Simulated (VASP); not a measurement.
A run of VASP 6.6.1:

File POSCAR:

```
Hf
1.0
    0.0000000000      2.2367213568      2.2367213568
    2.2367213568      0.0000000000      2.2367213568
    2.2367213568      2.2367213568      0.0000000000
Hf
1
Direct
    0.0000000000      0.0000000000      0.0000000000
```

File INCAR.step1:

```
  PREC = Accurate
  ENCUT = 600
  ISMEAR = -1
  SIGMA = 0.1
  LREAL = F
  LASPH = T
  NELM = 60
  GGA = PE
  ALGO = Normal
  EDIFF = 1E-4
  LWAVE = T
  LCHARG = F
```

File INCAR.step2:

```
  PREC = Accurate
  ENCUT = 600
  EDIFF = 1E-7
  ISMEAR = -1
  SIGMA = 0.1
  LREAL = F
  LASPH = T
  NELM = 60
  ALGO = Normal
  ISIF = 3
  LWAVE = F
  LCHARG = F
  METAGGA = R2SCAN
  LMIXTAU = T
  IBRION = 2
  NSW = 80
  EDIFFG = -0.01
  ISTART = 1
```

The input KPOINTS:

```
Automatic mesh
0
Gamma
  12 12 12
```

Potentials or basis: VASP PAW PBE potentials, release 64 (Hf_pv).

Command:

```console
$ cat potpaw_PBE.64/Hf_pv/POTCAR > POTCAR
$ cp INCAR.step1 INCAR
$ mpirun -np 1 vasp_std > vasp.out
$ cp INCAR.step2 INCAR
$ mpirun -np 1 vasp_std > vasp.out
```

Hardware: 1 thread of Intel(R) Xeon(R) 6975P-C (Granite Rapids) (shared host).

Task: How long does it take, and how much memory?

Result: It took 87 s on 1 thread of Intel(R) Xeon(R) 6975P-C (Granite Rapids), on a shared host, peak memory 0.18 GiB. Counts: k points 72, ion steps 3.
